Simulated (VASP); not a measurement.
# HfN (P1) in VASP: single point with PBE

Aim: the single point of HfN with PBE.

Everything below comes from runs of VASP 6.6.1. Logs are shortened: lines on timing, memory, paths and dates and some standing lists are left out, and cuts for length are marked.

## 1. The cell of the first run

The typed cell holds 16 atoms: a = 6.411 Å, b = 6.411 Å, c = 6.411 Å, α = 60.00°, β = 60.00°, γ = 60.00°.

## 2. Single point, PBE

INCAR reads:

```
SYSTEM = HfN
PREC = Accurate
ENCUT = 520
EDIFF = 1E-6
ISMEAR = -1
SIGMA = 0.05
LREAL = Auto
LASPH = .True.
NELM = 120
ALGO = Normal
ISIF = 2
LWAVE = .False.
LCHARG = .False.
GGA = PE
NBANDS = 74
GGA_COMPAT = .False.
ISYM = -1
```

KPOINTS reads:

```
explicit points
4
Reciprocal
  0.25000000   0.25000000   0.25000000 2
  0.25000000   0.25000000   0.75000000 2
  0.25000000   0.75000000   0.25000000 2
  0.25000000   0.75000000   0.75000000 2
```

POSCAR reads:

```
HfN
1.0
   -4.5330100770      4.5330100770      0.0000000000
   -4.5330100770      0.0000000000      4.5330100770
    0.0000000000      4.5330100770      4.5330100770
Hf N
8 8
Direct
   -0.0089200111      0.0122427480     -0.0012767455
    0.4993007872     -0.0016647878     -0.0130477319
   -0.0217128350      0.5061948818      0.0080038428
   -0.0118049594      0.0063130237      0.5153418943
    0.5223757415      0.5211507276     -0.0330337893
    0.5031127135      0.0000886828      0.5048521757
   -0.0005284568      0.5064084264      0.4917601025
    0.4873235361      0.4992749766      0.5047836782
    0.7530181804      0.7643735490      0.7361459479
    0.2427111304      0.7489769364      0.7409610707
    0.7409630561      0.2504666834      0.7554988720
    0.7422308671      0.7563290047      0.2502094592
    0.2505529396      0.2557852245      0.7498094957
    0.2530662806      0.7364881047      0.2495783113
    0.7511140373      0.2622130725      0.2368369983
    0.2471747208      0.2536734930      0.2482523711
```

Potentials or basis: VASP PAW PBE potentials, release 64 (Hf_pv, N).

The run is started by

```bash
$ cat potpaw_PBE.64/Hf_pv/POTCAR potpaw_PBE.64/N/POTCAR > POTCAR
$ mpirun -np 1 vasp_std > vasp.out
```

OUTCAR:

```text
SYSTEM = HfN
   PREC = Accurate
   ENCUT = 520
   EDIFF = 1E-6
   ISMEAR = -1
   LREAL = Auto
   LASPH = .True.
   NELM = 120
   ISIF = 2
   GGA = PE
   ISYM = -1

 ion  position               nearest neighbor table
   1  0.991  0.012  0.999-  15 2.21  11 2.24  13 2.28  12 2.29  14 2.33  10 2.36   4 3.13   5 3.14
                             3 3.16   2 3.18   6 3.19   7 3.20   7 3.21   6 3.23   2 3.24   3 3.26
   2  0.499  0.998  0.987-   9 2.20  13 2.20  11 2.24  12 2.30  14 2.30  16 2.34   5 3.05   6 3.07
                             4 3.08   3 3.11   8 3.15   1 3.18   1 3.24   8 3.26   3 3.30   4 3.33
   3  0.978  0.506  0.008-  15 2.14  12 2.23   9 2.26  10 2.30  13 2.31  16 2.31   5 3.01   2 3.11
                             1 3.16   8 3.17   7 3.17   4 3.18   4 3.23   7 3.24   8 3.24   1 3.26
   4  0.988  0.006  0.515-   9 2.17  10 2.18  11 2.20  16 2.30  15 2.34  14 2.43   2 3.08   1 3.13
                             6 3.16   7 3.17   3 3.18   8 3.19   8 3.23   3 3.23   7 3.25   6 3.25
   5  0.522  0.521  0.967-   9 2.15  11 2.20  15 2.26  14 2.27  10 2.30  16 2.46   3 3.01   6 3.02
                             2 3.05   7 3.05   1 3.14   8 3.16   8 3.28   1 3.28   7 3.36   2 3.36
   6  0.503  0.000  0.505-   9 2.18  12 2.26  13 2.27  15 2.31  10 2.32  16 2.32   5 3.02   2 3.07
                             8 3.15   4 3.16   7 3.17   1 3.19   1 3.23   7 3.24   4 3.25   8 3.26
   7  0.999  0.506  0.492-  14 2.19  16 2.25  12 2.26   9 2.28  13 2.31  11 2.33   5 3.05   8 3.15
                             4 3.17   3 3.17   6 3.17   1 3.20   1 3.21   6 3.24   3 3.24   4 3.25
   8  0.487  0.499  0.505-  13 2.18  10 2.20  14 2.22  11 2.29  15 2.29  12 2.32   7 3.15   6 3.15
                             2 3.15   5 3.16   3 3.17   4 3.19   4 3.23   3 3.24   2 3.26   6 3.26
   9  0.753  0.764  0.736-   5 2.15   4 2.17   6 2.18   2 2.20   3 2.26   7 2.28
  10  0.243  0.749  0.741-   4 2.18   8 2.20   3 2.30   5 2.30   6 2.32   1 2.36
  11  0.741  0.250  0.755-   4 2.20   5 2.20   1 2.24   2 2.24   8 2.29   7 2.33
  12  0.742  0.756  0.250-   3 2.23   6 2.26   7 2.26   1 2.29   2 2.30   8 2.32
  13  0.251  0.256  0.750-   8 2.18   2 2.20   6 2.27   1 2.28   7 2.31   3 2.31
  14  0.253  0.736  0.250-   7 2.19   8 2.22   5 2.27   2 2.30   1 2.33   4 2.43
  15  0.751  0.262  0.237-   3 2.14   1 2.21   5 2.26   8 2.29   6 2.31   4 2.34
  16  0.247  0.254  0.248-   7 2.25   4 2.30   3 2.31   6 2.32   2 2.34   5 2.46

IMPORTANT INFORMATION: All symmetrisations will be switched off!
NOSYMM: (Re-)initialisation of all symmetry stuff for point group C_1.

----------------------------------------------------------------------------------------

                                     Primitive cell

  volume of cell :     186.2902

  direct lattice vectors                    reciprocal lattice vectors
    -4.533010077  4.533010077  0.000000000    -0.110301983  0.110301983 -0.110301983
    -4.533010077  0.000000000  4.533010077    -0.110301983 -0.110301983  0.110301983
     0.000000000  4.533010077  4.533010077     0.110301983  0.110301983  0.110301983

  length of vectors
     6.410644329  6.410644329  6.410644329     0.191048639  0.191048639  0.191048639

  position of ions in fractional coordinates (direct lattice)
     0.991079989  0.012242748  0.998723254
     0.499300787  0.998335212  0.986952268
     0.978287165  0.506194882  0.008003843
     0.988195041  0.006313024  0.515341894
     0.522375741  0.521150728  0.966966211
     0.503112714  0.000088683  0.504852176
[... 8 lines left out ...]
     0.751114037  0.262213073  0.236836998
     0.247174721  0.253673493  0.248252371

  ion indices of the primitive-cell ions
   primitive index   ion index
                 1           1
                 2           2
                 3           3
                 4           4
                 5           5
                 6           6
[... 8 lines left out ...]
                15          15
                16          16

----------------------------------------------------------------------------------------

 KPOINTS: explicit points

Read explicit list of k-points.

 Found      4 k-points:

 Following reciprocal coordinates:
            Coordinates               Weight
  0.250000  0.250000  0.250000      0.250000
  0.250000  0.250000  0.750000      0.250000
  0.250000  0.750000  0.250000      0.250000
  0.250000  0.750000  0.750000      0.250000
   k-points           NKPTS =      4   k-points in BZ     NKDIM =      4   number of bands    NBANDS=     74
   number of dos      NEDOS =    301   number of ions     NIONS =     16
   total plane-waves  NPLWV = 110592
   dimension x,y,z NGX =    48 NGY =   48 NGZ =   48
   dimension x,y,z NGXF=    96 NGYF=   96 NGZF=   96
   ions per type =               8   8
   NGX,Y,Z   is equivalent  to a cutoff of  12.45, 12.45, 12.45 a.u.
   NGXF,Y,Z  is equivalent  to a cutoff of  24.90, 24.90, 24.90 a.u.
 SYSTEM =  HfN
   PREC   = accura    normal or accurate (medium, high low for compatibility)
   ISTART =      0    job   : 0-new  1-cont  2-samecut
   ICHARG =      2    charge: 1-file 2-atom 10-const
   ISPIN  =      1    spin polarized calculation?
   LNONCOLLINEAR =      F non collinear calculations
   LSORBIT =      F    spin-orbit coupling
   LASPH  =      T    aspherical Exc in radial PAW
   ENCUT  =  520.0 eV  38.22 Ry    6.18 a.u.  11.92 11.92 11.92*2*pi/ulx,y,z
   NELM   =    120;   NELMIN=  2; NELMDL= -5     # of ELM steps
   EDIFF  = 0.1E-05   stopping-criterion for ELM
   LREAL  =      T    real-space projection
   EDIFFG = 0.1E-04   stopping-criterion for IOM
   NSW    =      0    number of steps for IOM
   IBRION =     -1    ionic relax: 0-MD 1-quasi-New 2-CG
   NFREE  =      0    steps in history (QN), initial steepest desc. (CG)
   ISIF   =      2    stress and relaxation
   ISYM   =     -1    0-nonsym 1-usesym 2-fastsym
   POTIM  = 0.5000    time-step for ionic-motion
   TEBEG  =    0.0;   TEEND  =   0.0 temperature during run
   PSTRESS=    0.0 pullay stress
   NELECT =     120.0000    total number of electrons
   NUPDOWN=      -1.0000    fix difference up-down
   EMIN   =  10.00;   EMAX   =-10.00  energy-range for DOS
   EFERMI =   0.00;   METHOD = LEGACY
   ISMEAR =    -1;   SIGMA  =   0.05  broadening in eV -4-tet -1-fermi 0-gaus
   EFERMI_NEDOS =   21; number of points for ismear=-14 and -15
   IALGO  =     38    algorithm
   IMIX   =      4    mixing-type and parameters
     AMIX     =   0.40;   BMIX     =  1.00
     AMIX_MAG =   1.60;   BMIX_MAG =  1.00
  volume/ion in A,a.u.               =      11.64        78.57
  Fermi-wavevector in a.u.,A,eV,Ry     =   1.413856  2.671801 27.197900  1.998989
  Thomas-Fermi vector in A             =   2.535459
   LORBIT       =      0    0 simple, 1 ext, 2 COOP (PROOUT), +10 PAW based schemes
   GGA     = PE    functional components
   LHFCALC =     F    Hartree Fock is set to
   AEXX    =    0.0000 exact exchange contribution
   IVDW    =     0    specifies the selected vdW correction
   LEPSILON=     F    determine dielectric tensor
   LRPA    =     F    only Hartree local field effects (RPA)
 non-spin polarized calculation
  energy-cutoff  :      520.00
  volume of cell :      186.29
 maximum number of plane-waves:      5020
 NGX is ok and might be reduce to    48
   NGX = 23   NGY = 23   NGZ = 23

 number of electron     120.0000002 magnetization

 Free energy of the ion-electron system (eV)
  ---------------------------------------------------
  ext. energy  EPLUGINS =         0.00000000
  ---------------------------------------------------
  free energy    TOTEN  =      -173.13048747 eV

  energy without entropy =     -173.09418994  energy(sigma->0) =     -173.11233871

 E-fermi :   8.2723     XC(G=0): -12.6677

 val. band max:        8.2094475010   @ k =   0.2500   0.2500   0.2500
 cond. band min:       8.3517318395   @ k =   0.2500   0.7500   0.2500
 fundamental gap:      0.1422843385
 Fermi energy:         8.2723439397

 k-point     1 :       0.2500    0.2500    0.2500
  band No.  band energies     occupation
      1     -23.8197      2.00000
      2     -23.7845      2.00000
      3     -23.7524      2.00000
      4     -23.7043      2.00000
      5     -23.6624      2.00000
      6     -23.6398      2.00000
[... 64 lines left out ...]
     71      11.3284      0.00000
     72      11.6725      0.00000

 k-point     2 :       0.2500    0.2500    0.7500
  band No.  band energies     occupation
      1     -23.6552      2.00000
      2     -23.6392      2.00000
      3     -23.6265      2.00000
      4     -23.5892      2.00000
      5     -23.5799      2.00000
      6     -23.5356      2.00000
[... 64 lines left out ...]
     71      11.4403      0.00000
     72      11.4706      0.00000

 k-point     3 :       0.2500    0.7500    0.2500
  band No.  band energies     occupation
      1     -23.6850      2.00000
      2     -23.6426      2.00000
      3     -23.6125      2.00000
      4     -23.6007      2.00000
      5     -23.5630      2.00000
      6     -23.5311      2.00000
[... 64 lines left out ...]
     71      11.3771      0.00000
     72      11.5686      0.00000

 k-point     4 :       0.2500    0.7500    0.7500
  band No.  band energies     occupation
      1     -23.6777      2.00000
      2     -23.6409      2.00000
      3     -23.6248      2.00000
      4     -23.6079      2.00000
      5     -23.5492      2.00000
      6     -23.5370      2.00000
[... 64 lines left out ...]
     71      11.4154      0.00000
     72      11.5841      0.00000
 [bands above 72 left out]

------------------------ aborting loop because EDIFF is reached ----------------------------------------

  FORCE on cell =-STRESS in cart. coord.  units (eV):
  Direction    XX          YY          ZZ          XY          YZ          ZX
  --------------------------------------------------------------------------------------
  -------------------------------------------------------------------------------------
  Total        4.8231938      2.9354387      2.5005962      0.3517367     -0.9041781      0.2620113
  in kB       41.4815755     25.2460564     21.5062205      3.0250896     -7.7763274      2.2534114
  external PRESSURE =      29.4112841 kB  Pullay stress =       0.0000000 kB

 VOLUME and BASIS-vectors are now :
 -----------------------------------------------------------------------------
  energy-cutoff  :      520.00
  volume of cell :      186.29
      direct lattice vectors                 reciprocal lattice vectors
    -4.533010077  4.533010077  0.000000000    -0.110301983  0.110301983 -0.110301983
    -4.533010077  0.000000000  4.533010077    -0.110301983 -0.110301983  0.110301983
     0.000000000  4.533010077  4.533010077     0.110301983  0.110301983  0.110301983

 POSITION                                       TOTAL-FORCE (eV/Angst)
 -----------------------------------------------------------------------------------
     -4.54807      9.01980      4.58272         0.012741      0.036256     -0.700727
     -6.78880      6.73720      8.99933        -0.485201      0.952630      0.719426
     -6.72917      4.47087      2.33087        -1.730578     -0.193445     -0.287384
     -4.50812      6.81555      2.36467         0.339826     -0.490320     -0.586010
     -4.73032      6.75120      6.74565         1.873022     -0.470129     -0.060436
     -2.28102      4.56912      2.28890         0.263366     -0.606390     -0.786763
[... 8 lines left out ...]
     -4.59342      4.47839      2.26220         0.966203      0.350563      0.387822
     -2.27035      2.24578      2.27523        -0.016281     -0.099207     -0.166196
 -----------------------------------------------------------------------------------
    total drift:                                0.002484      0.000090     -0.000639

  FREE ENERGIE OF THE ION-ELECTRON SYSTEM (eV)
  ---------------------------------------------------
  free  energy   TOTEN  =      -173.1304874715 eV

  energy  without entropy=     -173.0941899401  energy(sigma->0) =     -173.11233871
```

Run time: 5.4 min. Hardware: 1 thread of Intel Xeon 8259CL, shared host; peak memory 0.33 GiB.

Results:

```
Free energy            : -173.1305 eV
Pressure               : 2.9 GPa
Largest force          : 1.932 eV/Å
Band gap on the k mesh : 0.14 eV
```

Forces on the atoms (eV/Å):
```
Hf   0.013  0.036 -0.701
Hf  -0.485  0.953  0.719
Hf  -1.731 -0.193 -0.287
Hf   0.340 -0.490 -0.586
Hf   1.873 -0.470 -0.060
Hf   0.263 -0.606 -0.787
Hf   0.755 -0.021  0.873
Hf  -0.894  0.530 -0.291
N    0.000  0.555 -0.232
N   -0.488  0.769  0.785
N   -0.485 -0.210 -0.071
N   -0.025 -0.066 -0.137
N    0.588 -0.541 -0.003
N   -0.675 -0.495  0.556
N    0.966  0.351  0.388
N   -0.016 -0.099 -0.166
```

Stress tensor (GPa, compression positive):
```
 4.15  0.30  0.23
 0.30  2.52 -0.78
 0.23 -0.78  2.15
```

Caveat: the atoms stand as in a frame of molecular dynamics; spin-orbit coupling is left out, which moves the levels of the heavy elements; a shifted mesh leaves out Γ, where band edges can lie; forces of over 1 eV/Å act on the atoms, so gaps and moduli don't describe the material at rest.
